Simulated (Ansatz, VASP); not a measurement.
NaF: VASP beside Ansatz

```
CELL_PARAMETERS angstrom
1.22934 3.07334 3.07334
3.07334 1.22934 3.07334
3.07334 3.07334 1.22934
ATOMIC_POSITIONS crystal
Na 0.00000 0.00000 0.00000
F 0.50000 0.50000 0.50000
```

Alike in both runs: task single point; functional PBEsol; k mesh 10 × 10 × 10; occupations gaussian, width 0.05 eV; no spin polarisation.

```csv
,VASP,Ansatz
version,VASP 6.6.1,Ansatz 0.2.0
potentials or method,"VASP PAW PBE potentials, release 64 (Na_pv, F), cutoff 520 eV","scalar-relativistic, plane waves, PAW"
valence electrons in the cell,14,16
```

VASP gave:

| Quantity | Value |
| --- | --- |
| gap on the k mesh at the Fermi level (eV) | none |
| pressure (GPa) | 0.6 |
| traceless stress, the component that is largest in VASP (GPa) | -29.84 |

**Question.** Which values does Ansatz return?

**Answer.** gap on the k mesh at the Fermi level (eV): none; pressure (GPa): 0.7; traceless stress, the component that is largest in VASP (GPa): -29.87.

VASP's potentials were made for PBE, not for PBEsol. A gap of «none» marks a metal or a gap that the smearing closes. VASP's potentials hold 14 valence electrons a cell and Ansatz's 16, so a difference there can come from the potentials and not from the codes.
